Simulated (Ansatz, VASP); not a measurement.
# CaF2: VASP beside Ansatz

The input INCAR:

```
PREC = Accurate
ENCUT = 600
EDIFF = 1E-6
ISMEAR = -1
SIGMA = 0.05
LREAL = False
LASPH = True
NELM = 120
ALGO = Normal
ISIF = 2
LWAVE = False
LCHARG = True
GGA = RE
LELF = True
LVHAR = True
NBANDS = 19
GGA_COMPAT = False
```

The input KPOINTS:

```
Automatic mesh
0
Gamma
  6 6 6
```

POSCAR

```
CaF2
1.0
    0.0000000000      2.7310000000      2.7310000000
    2.7310000000      0.0000000000      2.7310000000
    2.7310000000      2.7310000000      0.0000000000
Ca F
1 2
Direct
    0.0000000000      0.0000000000      0.0000000000
    0.2500000000      0.2500000000      0.2500000000
    0.7500000000      0.7500000000      0.7500000000
```

Input for Ansatz:

```yaml
crystal:
  lattice:
    - [0.0, 2.731, 2.731]
    - [2.731, 0.0, 2.731]
    - [2.731, 2.731, 0.0]
  atoms:
    - { symbol: Ca, position: [0.0, 0.0, 0.0] }
    - { symbol: F, position: [0.25, 0.25, 0.25] }
    - { symbol: F, position: [0.75, 0.75, 0.75] }
kpoints:
  mp_grid:
    grid: [6, 6, 6]
hamiltonian:
  xc: revpbe
scf:
  occupations:
    method: fermi_dirac
    width: 0.05
output:
  forces: true
  stress: true
```

Alike in both runs: task single point; functional revPBE; k mesh 6 × 6 × 6; occupations fermi-dirac, width 0.05 eV; no spin polarisation.

|  | VASP | Ansatz |
| --- | --- | --- |
| version | VASP 6.6.1 | Ansatz 0.2.0 |
| potentials or method | VASP PAW PBE potentials, release 64 (Ca_sv, F) | plane waves, PAW |
| plane-wave cutoff (eV) | 600 | 420 |
| valence electrons in the cell | 24 | 24 |

VASP gave:

- pressure (GPa): 5.6

Question: Estimate Ansatz's values.

Answer: Pressure (GPa): 5.4.

VASP's potentials were made for PBE, not for revPBE. The functional is the same, so the differences come from potentials, cutoffs and numerics.
